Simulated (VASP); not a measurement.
# Re (P6_3/mmc) in VASP: a series of runs, part 2 of 2

VASP 6.6.1.

## (3) Relaxation of volume and atoms at fixed shape, r2SCAN

Input file POSCAR:

```
Re
1.0
    2.7608000000      0.0000000000      0.0000000000
   -1.3804000000      2.3909229300      0.0000000000
    0.0000000000      0.0000000000      4.4582000000
Re
2
Direct
    0.3333333300      0.6666666700      0.2500000000
    0.6666666700      0.3333333300      0.7500000000
```

Input file INCAR.step1:

```
PREC     = Accurate       # precision mode
ENCUT    = 600            # plane-wave cutoff, eV
ISMEAR   = -1             # smearing method
SIGMA    = 0.1            # smearing width, eV
LREAL    = False          # projectors in reciprocal space
LASPH    = True           # aspherical terms in the spheres
NELM     = 80             # most SCF steps
GGA      = PE             # functional
ALGO     = Normal         # electronic algorithm
EDIFF    = 1E-4           # SCF threshold, eV
LWAVE    = True           # write WAVECAR
LCHARG   = False          # write CHGCAR
```

Input file INCAR.step2:

```
PREC     = Accurate       # precision mode
ENCUT    = 600            # plane-wave cutoff, eV
EDIFF    = 1E-6           # SCF threshold, eV
ISMEAR   = -1             # smearing method
SIGMA    = 0.1            # smearing width, eV
LREAL    = False          # projectors in reciprocal space
LASPH    = True           # aspherical terms in the spheres
NELM     = 80             # most SCF steps
ALGO     = Normal         # electronic algorithm
ISIF     = 8              # what is computed and relaxed
LWAVE    = False          # write WAVECAR
LCHARG   = False          # write CHGCAR
METAGGA  = R2SCAN         # meta-GGA
LMIXTAU  = True         
IBRION   = 2              # ionic algorithm
NSW      = 80             # ionic steps
EDIFFG   = -0.01          # ionic threshold
ISTART   = 1
```

Input file KPOINTS:

```
Automatic mesh
0
Gamma
  8 8 5
```

Potentials or basis: VASP PAW PBE potentials, release 64 (Re).

Started as:

```
> cat potpaw_PBE.64/Re/POTCAR > POTCAR
> cp INCAR.step1 INCAR
> mpirun -np 1 vasp_std > vasp.out
> cp INCAR.step2 INCAR
> mpirun -np 1 vasp_std > vasp.out
```

OUTCAR:

```text
PREC = Accurate
   ENCUT = 600
   EDIFF = 1E-6
   ISMEAR = -1
   LREAL = False
   LASPH = True
   NELM = 80
   ISIF = 8
   METAGGA = R2SCAN
   IBRION = 2
   NSW = 80
   EDIFFG = -0.01
   ISTART = 1

 ion  position               nearest neighbor table
   1  0.333  0.667  0.250-   2 2.74   2 2.74   2 2.74   2 2.74   2 2.74   2 2.74
   2  0.667  0.333  0.750-   1 2.74   1 2.74   1 2.74   1 2.74   1 2.74   1 2.74

  LATTYP: Found a hexagonal cell.
 ALAT       =     2.7608000000
 C/A-ratio  =     1.6148217908

  Lattice vectors:

 A1 = (   2.7608000000,   0.0000000000,   0.0000000000)
 A2 = (  -1.3804000000,   2.3909229300,   0.0000000000)
 A3 = (   0.0000000000,   0.0000000000,   4.4582000000)

Analysis of symmetry for initial positions (statically):
=====================================================================
 Subroutine PRICEL returns:
 Original cell was already a primitive cell.

 Routine SETGRP: Setting up the symmetry group for a
 hexagonal supercell.

 Subroutine GETGRP returns: Found 24 space group operations
 (whereof 12 operations were pure point group operations)
 out of a pool of 24 trial point group operations.

The static configuration has the point symmetry D_3d.
 The point group associated with its full space group is D_6h.

Analysis of symmetry for dynamics (positions and initial velocities):
=====================================================================
 Subroutine PRICEL returns:
 Original cell was already a primitive cell.

 Routine SETGRP: Setting up the symmetry group for a
 hexagonal supercell.

 Subroutine GETGRP returns: Found 24 space group operations
 (whereof 12 operations were pure point group operations)
 out of a pool of 24 trial point group operations.

The dynamic configuration has the point symmetry D_3d.
 The point group associated with its full space group is D_6h.

 Subroutine INISYM returns: Found 24 space group operations
[... 128 lines left out ...]
 conjugate gradient relaxation of ions
 non-spin polarized calculation
  energy-cutoff  :      600.00
  volume of cell :       29.43
 maximum number of plane-waves:      1014
 NGX is ok and might be reduce to    24
   NGX = 11   NGY = 11   NGZ = 17

--------------------------------------- Ionic step        1  -------------------------------------------

 number of electron      14.0000000 magnetization

 Free energy of the ion-electron system (eV)
  ---------------------------------------------------
  ext. energy  EPLUGINS =         0.00000000
  ---------------------------------------------------
  free energy    TOTEN  =      -104.93126157 eV

  energy without entropy =     -104.88418075  energy(sigma->0) =     -104.90772116

------------------------ aborting loop because EDIFF is reached ----------------------------------------

  FORCE on cell =-STRESS in cart. coord.  units (eV):
  Direction    XX          YY          ZZ          XY          YZ          ZX
  --------------------------------------------------------------------------------------
  -------------------------------------------------------------------------------------
  Total       -0.0212467     -0.0212467     -0.0266968      0.0000000      0.0000000      0.0000000
  in kB       -1.1567576     -1.1567576     -1.4534834      0.0000000      0.0000000      0.0000000
  external PRESSURE =      -1.2556662 kB  Pullay stress =       0.0000000 kB
[... 59 lines left out ...]
--------------------------------------- Ionic step        3  -------------------------------------------

 number of electron      14.0000000 magnetization

 Free energy of the ion-electron system (eV)
  ---------------------------------------------------
  ext. energy  EPLUGINS =         0.00000000
  ---------------------------------------------------
  free energy    TOTEN  =      -104.93126714 eV

  energy without entropy =     -104.88422073  energy(sigma->0) =     -104.90774394

 E-fermi :   7.6600     XC(G=0): -14.9936

 val. band max:        7.6091694666   @ k =   0.1250   0.1250   0.0000
 cond. band min:       7.6714720069   @ k =   0.1250   0.0000   0.0000
 fundamental gap:      0.0623025404
 Fermi energy:         7.6599859990

 k-point     1 :       0.0000    0.0000    0.0000
  band No.  band energies     occupation
      1      -2.6588      2.00000
      2       0.7546      2.00000
      3       6.0533      2.00000
      4       6.0591      2.00000
      5       6.0591      2.00000
      6       6.9234      1.99874
      7       6.9234      1.99874
      8       7.9101      0.15152
      9       7.9101      0.15151
     10       8.2422      0.00590
     11      11.2125      0.00000
[... 309 lines left out ...]
 k-point    24 :       0.3750    0.0000    0.4000
  band No.  band energies     occupation
      1       1.0241      2.00000
      2       1.6765      2.00000
      3       3.3208      2.00000
      4       3.9202      2.00000
      5       6.8990      1.99901
      6       7.3535      1.91084
      7       7.7168      0.72344
      8       8.8802      0.00001
      9      11.0605      0.00000
     10      11.1195      0.00000
     11      11.4955      0.00000

 [... further k-points ...]
[... 5 lines left out ...]
  --------------------------------------------------------------------------------------
  -------------------------------------------------------------------------------------
  Total        0.0112996      0.0112996      0.0062813     -0.0000000      0.0000000      0.0000000
  in kB        0.6154290      0.6154290      0.3421095     -0.0000000      0.0000000      0.0000000
  external PRESSURE =       0.5243225 kB  Pullay stress =       0.0000000 kB
[... 17 lines left out ...]
  FREE ENERGIE OF THE ION-ELECTRON SYSTEM (eV)
  ---------------------------------------------------
  free  energy   TOTEN  =      -104.9312671426 eV

  energy  without entropy=     -104.8842207279  energy(sigma->0) =     -104.90774394

 reached required accuracy - stopping structural energy minimisation
```

OUTCAR.step1:

```text
PREC = Accurate
   ENCUT = 600
   ISMEAR = -1
   LREAL = False
   LASPH = True
[... 560 lines left out ...]
     -0.00000      1.59395      1.11455         0.000000     -0.000000      0.000000
      1.38040      0.79697      3.34365        -0.000000      0.000000      0.000000
 -----------------------------------------------------------------------------------
    total drift:                               -0.000000      0.000000     -0.000000

  FREE ENERGIE OF THE ION-ELECTRON SYSTEM (eV)
  ---------------------------------------------------
  free  energy   TOTEN  =       -24.8749978017 eV

  energy  without entropy=      -24.8263003897  energy(sigma->0) =      -24.85064910
```

It took 66 s on 1 thread of Intel Xeon 6975P-C, shared host; peak memory 0.17 GiB.

What came out:

| Item | Value |
| --- | --- |
| Free energy | -104.9313 eV |
| Relaxed volume | 14.71 Å³/atom |
| Relaxed cell | a = 2.760 Å, b = 2.760 Å, c = 4.458 Å, α = 90.00°, β = 90.00°, γ = 120.00° |
| Space group after relaxing (to 0.05 Å) | P6_3/mmc (No. 194) |
| Energy gained by relaxing | 0.0 meV/atom |
| Ionic steps | 3 |
| Pressure after relaxing | 0.1 GPa |
| Band gap on the k mesh | zero (band 7 reaches 9.08 eV, above the bottom of band 8 at 6.12 eV) |

Final structure:
```
Re
1.0
     2.76045    0.00000    0.00000
    -1.38022    2.39062    0.00000
     0.00000    0.00000    4.45763
Re
2
Direct
  0.33333 0.66667 0.25000
  0.66667 0.33333 0.75000
```

Levels at points of the mesh, in eV from the Fermi level:
| k point | band 5 | band 6 | band 7 | band 8 | band 9 | band 10 |
| --- | --- | --- | --- | --- | --- | --- |
| (0.00, 0.00, 0.00) | -1.60 | -0.74 | -0.74 | 0.25 | 0.25 | 0.58 |
| (0.50, 0.00, 0.00) | -1.85 | -1.41 | -0.60 | 4.14 | 4.58 | 4.69 |

Caveat: the PAW data sets were made with another functional, which shifts forces and pressure a little; spin-orbit coupling is left out, which moves the levels of the heavy elements.
